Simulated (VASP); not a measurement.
Wanted: the native input for a VASP 6.6.1 run.

```yaml
Task: single point
Functional: PBE
Potentials_or_basis: VASP PAW PBE potentials, release 64 (Mg, Sn_d, O)
Cutoff: 520 eV
k_mesh: 4 × 4 × 4
Occupations: gaussian, width 0.1 eV
Spin: no spin polarisation
Dipole_correction: no
Further_INCAR_settings: ALGO = Normal; EDIFF = 1e-06; NBANDS = 29
```

The structure of MgSnO4 lies in POSCAR:

```
MgSnO4
1.0
    4.5117032000      0.0000000000      0.0000000000
    0.0000000000      4.5117032000      0.0000000000
    0.0000000000      0.0000000000      4.2980028500
Mg Sn O
1 1 4
Direct
    0.5000000000      0.5000000000      0.5000000000
    0.0000000000      0.0000000000      0.5000000000
    0.0000000000      0.5000000000      0.2000788000
    0.5000000000      0.0000000000      0.7999212000
    0.0000000000      0.5000000000      0.7999212000
    0.5000000000      0.0000000000      0.2000788000
```

The cell was generated, and may not be a known phase.

These files were run (other wordings do the same):

INCAR

```
SYSTEM = MgSnO4
PREC = Accurate
ENCUT = 520
EDIFF = 1E-6
ISMEAR = 0
SIGMA = 0.1
LREAL = .FALSE.
LASPH = .TRUE.
NELM = 80
ALGO = Normal
ISIF = 2
LWAVE = .FALSE.
LCHARG = .TRUE.
GGA = PE
LELF = .TRUE.
LVHAR = .TRUE.
NBANDS = 29
```

KPOINTS

```
regular mesh
0
G
  4 4 4
  0 0 0
```

Potentials or basis: VASP PAW PBE potentials, release 64 (Mg, Sn_d, O).

The run is started by

```console
$ cat potpaw_PBE.64/Mg/POTCAR potpaw_PBE.64/Sn_d/POTCAR potpaw_PBE.64/O/POTCAR > POTCAR
$ mpirun -np 1 vasp_std > vasp.out
```

It gave:

```
Pressure               : -16.4 GPa
Largest force          : 0.211 eV/Å
Band gap on the k mesh : zero (bands 20 and 21 overlap by 1.51 eV)
```

Caveat: the k points lie up to 0.37 Å⁻¹ apart, too coarse for converged energies and pressures of a metal; spin-orbit coupling is left out, which moves the levels of the heavy elements.

It took 47 s on 1 thread of Oxide Virtual Turin-like Processor, with other jobs on the host, peak memory 0.18 GiB.
